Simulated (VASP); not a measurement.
Here is a VASP 6.6.1 calculation.

Contents of POSCAR:

```
Tl
1.0
   -1.9410000000      1.9410000000      1.9410000000
    1.9410000000     -1.9410000000      1.9410000000
    1.9410000000      1.9410000000     -1.9410000000
Tl
1
Direct
    0.0000000000      0.0000000000      0.0000000000
```

File INCAR.step1:

```
ALGO = Normal
EDIFF = 1E-4
ENCUT = 520
GGA = PE
ISMEAR = -1
LASPH = True
LCHARG = False
LREAL = False
LWAVE = True
NBANDS = 12
NELM = 100
PREC = Accurate
SIGMA = 0.05
```

Contents of INCAR.step2:

```
ALGO = Normal
EDIFF = 1E-8
ENCUT = 520
ISIF = 2
ISMEAR = -1
ISTART = 1
LASPH = True
LCHARG = False
LEFG = True
LMIXTAU = True
LREAL = False
LWAVE = False
METAGGA = R2SCAN
NBANDS = 12
NELM = 100
PREC = Accurate
SIGMA = 0.05
```

The input KPOINTS:

```
k-points
0
Gamma
  13 13 13
```

Potentials or basis: VASP PAW PBE potentials, release 64 (Tl_d).

Run with:

```console
$ cat potpaw_PBE.64/Tl_d/POTCAR > POTCAR
$ cp INCAR.step1 INCAR
$ mpirun -np 1 vasp_std > vasp.out
$ cp INCAR.step2 INCAR
$ mpirun -np 1 vasp_std > vasp.out
```

Problem. What does it give for the pressure?

Solution. 0.9 GPa.

Problem. Predict the band gap on the k mesh.

Solution. Zero (an odd number of electrons rules out a gap without spin polarisation).

Caveat: the PAW data sets were made with another functional, which shifts forces and pressure a little; spin-orbit coupling is left out, which moves the levels of the heavy elements.
